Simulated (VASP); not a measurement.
Ta2C, 3 atoms in the cell. It takes space group P-3m1 (No. 164, trigonal). Conventional cell: a = 3.106 Å, b = 3.106 Å, c = 4.946 Å, α = 90.00°, β = 90.00°, γ = 120.00°. Within 2.9 Å of Ta (site symmetry 3m) lie 3 C at 2.18 Å. Within 2.9 Å of C (site symmetry -3m) lie 6 Ta at 2.18 Å. 

- Program: VASP 6.6.1
- Task: relaxation of cell and atoms
- Functional: PBEsol
- Potentials or basis: VASP PAW PBE potentials, release 64 (Ta_pv, C)
- Cutoff: 600 eV
- k mesh: 4 × 4 × 2
- Occupations: fermi-dirac, width 0.01 eV
- Spin: no spin polarisation
- Dipole correction: no
- Further INCAR settings: ALGO = Normal; EDIFF = 1e-07; IBRION = 2; EDIFFG = -0.1; NSW = 80; ISIF = 3

Potentials or basis: VASP PAW PBE potentials, release 64 (Ta_pv, C).

The run is started by

```sh
$ cat potpaw_PBE.64/Ta_pv/POTCAR potpaw_PBE.64/C/POTCAR > POTCAR
$ mpirun -np 1 vasp_std > vasp.out
```

Hardware: 1 thread of Intel(R) Xeon(R) Platinum 8488C (Sapphire Rapids), with other jobs on the host.

How long does it take, and how much memory?

Run time: 26 s on 1 thread of Intel(R) Xeon(R) Platinum 8488C (Sapphire Rapids) (shared host), peak memory 0.18 GiB. Counts: scf iterations 48, k points 8, ion steps 5.
